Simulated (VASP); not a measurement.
# CuI (F-43m) in VASP: electric field gradients with PBE

Aim: the electric field gradients of CuI with PBE.

Program: VASP 6.6.1. These are calculated values, not measurements. Logs are shortened: lines on timing, memory, paths and dates and some standing lists are left out, and cuts for length are marked.

**1. The cell of the first run**

It takes space group F-43m (No. 216, cubic). Conventional cell: a = 6.113 Å, b = 6.113 Å, c = 6.113 Å, α = 90.00°, β = 90.00°, γ = 90.00°. Within 3.5 Å of Cu (site symmetry -43m) lie 4 I at 2.65 Å. I (site symmetry -43m) has 4 Cu at 2.65 Å within 3.5 Å.

**2. Electric field gradients, PBE (volume scaled by 1.025)**

The input, INCAR:

```
SYSTEM = CuI
PREC = Accurate
ENCUT = 520
EDIFF = 1E-8
ISMEAR = -1
SIGMA = 0.08
LREAL = .False.
LASPH = .True.
NELM = 100
ALGO = Normal
ISIF = 2
LWAVE = .False.
LCHARG = .False.
GGA = PE
LEFG = .True.
NBANDS = 16
```

The input, KPOINTS:

```
regular mesh
0
Gamma
  12 12 12
  0 0 0
```

The input, POSCAR:

```
CuI
1.0
    0.0000000000      3.0565548552      3.0565548552
    3.0565548552      0.0000000000      3.0565548552
    3.0565548552      3.0565548552      0.0000000000
Cu I
1 1
Direct
    0.7500000000      0.7500000000      0.7500000000
    0.0000000000      0.0000000000      0.0000000000
```

Potentials or basis: VASP PAW PBE potentials, release 64 (Cu, I).

The run is started by

```console
$ cat potpaw_PBE.64/Cu/POTCAR potpaw_PBE.64/I/POTCAR > POTCAR
$ mpirun -np 1 vasp_std > vasp.out
```

OUTCAR:

```text
SYSTEM = CuI
   PREC = Accurate
   ENCUT = 520
   EDIFF = 1E-8
   ISMEAR = -1
   LREAL = .False.
   LASPH = .True.
   NELM = 100
   ISIF = 2
   GGA = PE

 ion  position               nearest neighbor table
   1  0.750  0.750  0.750-   2 2.65   2 2.65   2 2.65   2 2.65
   2  0.000  0.000  0.000-   1 2.65   1 2.65   1 2.65   1 2.65

  LATTYP: Found a face centered cubic cell.
 ALAT       =     6.1131097104

  Lattice vectors:

 A1 = (   0.0000000000,   3.0565548552,   3.0565548552)
 A2 = (   3.0565548552,   0.0000000000,   3.0565548552)
 A3 = (   3.0565548552,   3.0565548552,   0.0000000000)

Analysis of symmetry for initial positions (statically):
=====================================================================
 Subroutine PRICEL returns:
 Original cell was already a primitive cell.

 Routine SETGRP: Setting up the symmetry group for a
 face centered cubic supercell.

 Subroutine GETGRP returns: Found 24 space group operations
 (whereof 24 operations were pure point group operations)
 out of a pool of 48 trial point group operations.

The static configuration has the point symmetry T_d .

Analysis of symmetry for dynamics (positions and initial velocities):
=====================================================================
 Subroutine PRICEL returns:
 Original cell was already a primitive cell.

 Routine SETGRP: Setting up the symmetry group for a
 face centered cubic supercell.

 Subroutine GETGRP returns: Found 24 space group operations
 (whereof 24 operations were pure point group operations)
 out of a pool of 48 trial point group operations.

The dynamic configuration has the point symmetry T_d .

 Subroutine INISYM returns: Found 24 space group operations
 (whereof 24 operations are pure point group operations),
 and found     1 'primitive' translations

----------------------------------------------------------------------------------------

                                     Primitive cell

  volume of cell :      57.1119

  direct lattice vectors                    reciprocal lattice vectors
     0.000000000  3.056554855  3.056554855    -0.163582865  0.163582865  0.163582865
     3.056554855  0.000000000  3.056554855     0.163582865 -0.163582865  0.163582865
[... 124 lines left out ...]
 Free energy of the ion-electron system (eV)
  ---------------------------------------------------
  ext. energy  EPLUGINS =         0.00000000
  ---------------------------------------------------
  free energy    TOTEN  =        -5.56129571 eV

  energy without entropy =       -5.56128544  energy(sigma->0) =       -5.56129057

 E-fermi :   4.8385     XC(G=0):  -8.8229

 val. band max:        4.1674214176   @ k =   0.0000   0.0000   0.0000
 cond. band min:       5.2473847784   @ k =   0.0000   0.0000   0.0000
 fundamental gap:      1.0799633608
 Fermi energy:         4.8385395711

 k-point     1 :       0.0000    0.0000    0.0000
  band No.  band energies     occupation
      1      -9.7162      2.00000
      2       0.6373      2.00000
      3       0.6373      2.00000
      4       0.6373      2.00000
      5       2.4154      2.00000
      6       2.4154      2.00000
[... 433 lines left out ...]
      3       0.2706      2.00000
      4       0.6438      2.00000
      5       2.3828      2.00000
      6       2.4229      2.00000
[... 8 lines left out ...]
     15      13.9288      0.00000
     16      14.6998      0.00000

 [... further k-points ...]

------------------------ aborting loop because EDIFF is reached ----------------------------------------

  FORCE on cell =-STRESS in cart. coord.  units (eV):
  Direction    XX          YY          ZZ          XY          YZ          ZX
  --------------------------------------------------------------------------------------
  -------------------------------------------------------------------------------------
  Total       -0.2114615     -0.2114615     -0.2114615      0.0000000     -0.0000000      0.0000000
  in kB       -5.9321945     -5.9321945     -5.9321945      0.0000000     -0.0000000      0.0000000
  external PRESSURE =      -5.9321945 kB  Pullay stress =       0.0000000 kB

 VOLUME and BASIS-vectors are now :
 -----------------------------------------------------------------------------
  energy-cutoff  :      520.00
  volume of cell :       57.11
      direct lattice vectors                 reciprocal lattice vectors
     0.000000000  3.056554855  3.056554855    -0.163582865  0.163582865  0.163582865
     3.056554855  0.000000000  3.056554855     0.163582865 -0.163582865  0.163582865
     3.056554855  3.056554855  0.000000000     0.163582865  0.163582865 -0.163582865

 POSITION                                       TOTAL-FORCE (eV/Angst)
 -----------------------------------------------------------------------------------
      4.58483      4.58483      4.58483         0.000000      0.000000      0.000000
      0.00000      0.00000      0.00000        -0.000000     -0.000000     -0.000000
 -----------------------------------------------------------------------------------
    total drift:                               -0.000001     -0.000001     -0.000001

  FREE ENERGIE OF THE ION-ELECTRON SYSTEM (eV)
  ---------------------------------------------------
  free  energy   TOTEN  =        -5.5612957064 eV

  energy  without entropy=       -5.5612854428  energy(sigma->0) =       -5.56129057

 Electric field gradients (V/A^2)
---------------------------------------------------------------------
 ion       V_xx      V_yy      V_zz      V_xy      V_xz      V_yz
---------------------------------------------------------------------
   1      -0.000    -0.000    -0.000    -0.003    -0.003    -0.003
   2      -0.000     0.000     0.000     0.000     0.000     0.000
---------------------------------------------------------------------

 Electric field gradients after diagonalization (V/A^2)
 (convention: |V_zz| > |V_xx| > |V_yy|)
----------------------------------------------------------------------
 ion       V_xx      V_yy      V_zz     asymmetry (V_yy - V_xx)/ V_zz
----------------------------------------------------------------------
   1       0.003     0.003    -0.006       0.000
   2      -0.000    -0.000     0.001       0.000
----------------------------------------------------------------------

           NMR quadrupolar parameters

 Cq : quadrupolar parameter    Cq=e*Q*V_zz/h
 eta: asymmetry parameters     (V_yy - V_xx)/ V_zz
 Q  : nuclear electric quadrupole moment in mb (millibarn)
----------------------------------------------------------------------
 ion       Cq(MHz)       eta       Q (mb)
----------------------------------------------------------------------
   1      -0.000       0.000       1.000
   2       0.000       0.000       1.000
----------------------------------------------------------------------
```

OSZICAR:

```text
N       E                     dE             d eps       ncg     rms          rms(c)
DAV:   1     0.905607651370E+02    0.90561E+02   -0.74557E+03  2304   0.117E+03
DAV:   2     0.293413102179E-01   -0.90531E+02   -0.82117E+02  2456   0.221E+02
DAV:   3    -0.560934718609E+01   -0.56387E+01   -0.55582E+01  3096   0.588E+01
DAV:   4    -0.575679762147E+01   -0.14745E+00   -0.14739E+00  2776   0.904E+00
DAV:   5    -0.576466885774E+01   -0.78712E-02   -0.78710E-02  3536   0.232E+00    0.510E+00
DAV:   6    -0.569340015945E+01    0.71269E-01   -0.24937E+00  2464   0.418E+01    0.326E+00
DAV:   7    -0.556173419657E+01    0.13167E+00   -0.59988E-01  2472   0.250E+01    0.160E+00
DAV:   8    -0.556300063346E+01   -0.12664E-02   -0.30726E-02  3720   0.233E+00    0.428E-01
DAV:   9    -0.556111688275E+01    0.18838E-02   -0.72290E-03  2848   0.246E+00    0.131E-01
DAV:  10    -0.556128939346E+01   -0.17251E-03   -0.53540E-04  2856   0.142E-01    0.329E-02
DAV:  11    -0.556129613058E+01   -0.67371E-05   -0.13989E-04  3000   0.316E-01    0.284E-02
DAV:  12    -0.556129585237E+01    0.27821E-06   -0.10013E-05  3616   0.430E-02    0.223E-02
DAV:  13    -0.556129508489E+01    0.76748E-06   -0.61411E-06  2936   0.732E-02    0.440E-03
DAV:  14    -0.556129571330E+01   -0.62841E-06   -0.20642E-06  3864   0.191E-02    0.564E-03
DAV:  15    -0.556129560258E+01    0.11072E-06   -0.88119E-08  3472   0.513E-03    0.275E-03
DAV:  16    -0.556129569668E+01   -0.94095E-07   -0.78036E-08  3768   0.584E-03    0.585E-04
DAV:  17    -0.556129570645E+01   -0.97716E-08   -0.47679E-09  1688   0.807E-04
   1 F= -.55612957E+01 E0= -.55612906E+01  d E =-.102637E-04
```

stdout:

```text
POSCAR found type information on POSCAR CuI
 POSCAR found :  2 types and       2 ions
 scaLAPACK will be used
 LDA part: xc-table for (Slater+PW92), standard interpolation
 POSCAR, INCAR and KPOINTS ok, starting setup
 FFT: planning ... GRIDC
 FFT: planning ... GRID_SOFT
 FFT: planning ... GRID
 WAVECAR not read
 entering main loop
ion   1

ion   2
```

Run time: 55 s. Hardware: 1 thread of Intel Xeon Platinum 8375C at 2.90GHz (Ice Lake), shared host; peak memory 0.22 GiB.

Results:

* Free energy: -5.5613 eV
* Pressure: -0.6 GPa
* Band gap on the k mesh: 1.08 eV, direct

Levels at points of the mesh, in eV from the valence-band top:
| k point | band 7 | band 8 | band 9 | band 10 | band 11 | band 12 |
| --- | --- | --- | --- | --- | --- | --- |
| (0.00, 0.00, 0.00) | 0.00 | 0.00 | 0.00 | 1.08 | 4.90 | 4.90 |
| (0.50, 0.00, 0.00) | -1.68 | -0.67 | -0.67 | 2.14 | 5.42 | 5.42 |
| (0.50, 0.50, 0.00) | -1.67 | -1.41 | -1.41 | 2.77 | 2.91 | 9.02 |

Caveat: without QUAD_EFG the Cq values of the log hold for a quadrupole moment of 1 mb, not for the nuclei; spin-orbit coupling is left out, which moves the levels of the heavy elements. A k mesh can miss the band edges.
